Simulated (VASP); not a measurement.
Here is a VASP 6.6.1 calculation.

File INCAR:

```
PREC = Accurate ; ENCUT = 500
EDIFF = 1E-6 ; ISMEAR = -1
SIGMA = 0.05 ; LREAL = F
LASPH = T ; NELM = 120
ALGO = Normal ; ISIF = 2
LWAVE = F ; LCHARG = F
GGA = PE ; NBANDS = 12
GGA_COMPAT = F
```

The input KPOINTS:

```
regular mesh
0
Gamma
  12 12 12
```

The input POSCAR:

```
Ti
1.0
   -1.6532500000      1.6532500000      1.6532500000
    1.6532500000     -1.6532500000      1.6532500000
    1.6532500000      1.6532500000     -1.6532500000
Ti
1
Direct
    0.0000000000      0.0000000000      0.0000000000
```

Potentials or basis: VASP PAW PBE potentials, release 64 (Ti_sv).

The run is started by

```console
$ cat potpaw_PBE.64/Ti_sv/POTCAR > POTCAR
$ mpirun -np 1 vasp_std > vasp.out
```

Predict the band gap on the k mesh.

zero (band 6 reaches 8.63 eV, above the bottom of band 7 at 7.09 eV).

Estimate the pressure.

-4.9 GPa.
